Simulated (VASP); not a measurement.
Set up this calculation in VASP 6.6.1, as the native input.

* Task: single point
* Functional: PBEsol
* Potentials or basis: VASP PAW PBE potentials, release 64 (Ba_sv)
* Cutoff: 520 eV
* k mesh: 9 × 9 × 12
* Occupations: gaussian, width 0.15 eV
* Spin: no spin polarisation
* Dipole correction: no
* Further INCAR settings: ALGO = Fast; EDIFF = 1e-06; NBANDS = 17

The structure of Ba lies in POSCAR:

```
Ba
1.0
    6.9960670735      0.0000000000      0.0000000000
   -3.4980335368      6.0587718122      0.0000000000
    0.0000000000      0.0000000000      3.7921117435
Ba
2
Direct
    0.3333333333      0.6666666667      0.5000000000
    0.6666666667      0.3333333333      0.5000000000
```

This isn't the form of Ba at room conditions, which is bcc.

This cell differs from its parent crystal: strain +0.000 along x and y, -0.030 along z.

The input as run:

INCAR

```
PREC = Accurate
ENCUT = 520
EDIFF = 1E-6
ISMEAR = 0
SIGMA = 0.15
LREAL = False
LASPH = True
NELM = 80
ALGO = Fast
ISIF = 2
LWAVE = False
LCHARG = False
GGA = PS
NBANDS = 17
```

KPOINTS

```
Automatic mesh
0
Gamma
  9 9 12
```

Potentials or basis: VASP PAW PBE potentials, release 64 (Ba_sv).

Run with:

```console
$ cat potpaw_PBE.64/Ba_sv/POTCAR > POTCAR
$ mpirun -np 1 vasp_std > vasp.out
```

It gave:

```
Pressure               : -0.1 GPa
Band gap on the k mesh : zero (bands 10 and 11 overlap by 1.02 eV)
```

Caveat: the cell differs from its parent crystal (strain +0.000 along x and y, -0.030 along z); the PAW data sets were made with another functional, which shifts forces and pressure a little; spin-orbit coupling is left out, which moves the levels of the heavy elements.

Run time: 2.1 min on 1 thread of Intel(R) Xeon(R) 6975P-C (Granite Rapids) (shared host), peak memory 0.38 GiB.
